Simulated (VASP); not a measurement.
Wanted: the native input for a VASP 6.6.1 run.

```
Task                   : relaxation of cell and atoms
Functional             : PBE
Potentials or basis    : VASP PAW PBE potentials, release 64 (Li_sv, Be, Nb_sv)
Cutoff                 : 600 eV
k mesh                 : 4 × 4 × 4
Occupations            : gaussian, width 0.1 eV
Spin                   : no spin polarisation
Dipole correction      : no
Further INCAR settings : ALGO = Normal; EDIFF = 1e-06; IBRION = 2; EDIFFG = -0.04; NSW = 90; ISIF = 3
```

The structure of Li6Be2Nb lies in POSCAR:

```
Li6Be2Nb
1.0
    0.0000000000      3.5828775900      3.5828775900
    3.5828775900      0.0000000000      3.5828775900
    3.5828775900      3.5828775900      0.0000000000
Li Be Nb
6 2 1
Direct
    0.7619999900      0.2380000100      0.2380000100
    0.2380000100      0.7619999900      0.2380000100
    0.2380000100      0.7619999900      0.7619999900
    0.7619999900      0.2380000100      0.7619999900
    0.2380000100      0.2380000100      0.7619999900
    0.7619999900      0.7619999900      0.2380000100
    0.2500000000      0.2500000000      0.2500000000
    0.7500000000      0.7500000000      0.7500000000
    0.0000000000      0.0000000000      0.0000000000
```

The input as run:

INCAR

```
PREC = Accurate
ENCUT = 600
EDIFF = 1E-6
ISMEAR = 0
SIGMA = 0.1
LREAL = F
LASPH = T
NELM = 100
ALGO = Normal
ISIF = 3
LWAVE = F
LCHARG = F
GGA = PE
IBRION = 2
NSW = 90
EDIFFG = -0.04
```

KPOINTS

```
Automatic mesh
0
Gamma
  4 4 4
```

Potentials or basis: VASP PAW PBE potentials, release 64 (Li_sv, Be, Nb_sv).

Launch:

```sh
$ cat potpaw_PBE.64/Li_sv/POTCAR potpaw_PBE.64/Be/POTCAR potpaw_PBE.64/Nb_sv/POTCAR > POTCAR
$ mpirun -np 1 vasp_std > vasp.out
```

It gave:

| Item | Value |
| --- | --- |
| Relaxed volume | 15.56 Å³/atom |
| Relaxed cell | a = 5.829 Å, b = 5.829 Å, c = 5.829 Å, α = 60.00°, β = 60.00°, γ = 60.00° |
| Space group after relaxing (to 0.05 Å) | Fm-3m (No. 225) |
| Energy gained by relaxing | 1350.6 meV/atom |
| Ionic steps | 5 |
| Pressure after relaxing | 0.1 GPa |

Caveat: the k points lie up to 0.33 Å⁻¹ apart in the final cell; the cutoff is under 1.25 times the usual one of these potentials, so pressure, stress and relaxed cells hold a basis-set (Pulay) error; the volume moved by over 15 % at a fixed basis, so the end points are rough.

It took 3.2 min on 1 thread of Intel(R) Xeon(R) Platinum 8488C (Sapphire Rapids), on a shared host, peak memory 0.26 GiB.
